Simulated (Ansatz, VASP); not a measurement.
One calculation of Ge3Te2S, two programs

```xyz
6
Lattice="6.3006 0.0000 0.0000 -3.1503 5.4565 0.0000 0.0000 0.0000 5.6914" Properties=species:S:1:pos:R:3 pbc="T T T"
Ge   -1.5752    2.7282    5.5144
Ge    3.1503    0.0000    5.5144
Ge    1.5752    2.7282    5.5144
Te    3.1503    1.8188    3.5197
Te    0.0000    3.6377    3.5197
S     0.0000    0.0000    0.1501
```

Change from the starting cell: species swapped into the NaSn2Pd3 type (P6mm, No. 183).

Alike in both runs: functional PBE; k mesh 6 × 6 × 6; occupations gaussian, width 0.02 eV; no spin polarisation.

Ansatz relaxed the structure, and its values are those at the end. VASP's run is a single point on that final structure, the one shown.

|  | VASP | Ansatz |
| --- | --- | --- |
| version | VASP 6.6.1 | Ansatz 0.2.0 |
| potentials or method | VASP PAW PBE potentials, release 64 (Ge_d, Te, S), cutoff 520 eV | scalar-relativistic, plane waves, PAW |
| valence electrons in the cell | 60 | 80 |

Ansatz gave:

```
gap on the k mesh at the Fermi level (eV) : 0.34
least direct gap on the mesh (eV)         : 0.52
pressure (GPa)                            : 0.0
rms of the force components (eV/Å)        : 0.000
```

Question: What did VASP give for the same quantities?

Answer: gap on the k mesh at the Fermi level (eV): 0.33; least direct gap on the mesh (eV): 0.51; pressure (GPa): 0.0; rms of the force components (eV/Å): 0.015.

The functional is the same, so the differences come from potentials, cutoffs and numerics. VASP's potentials hold 60 valence electrons a cell and Ansatz's 80, so a difference there can come from the potentials and not from the codes.

Spin-orbit coupling is off throughout.
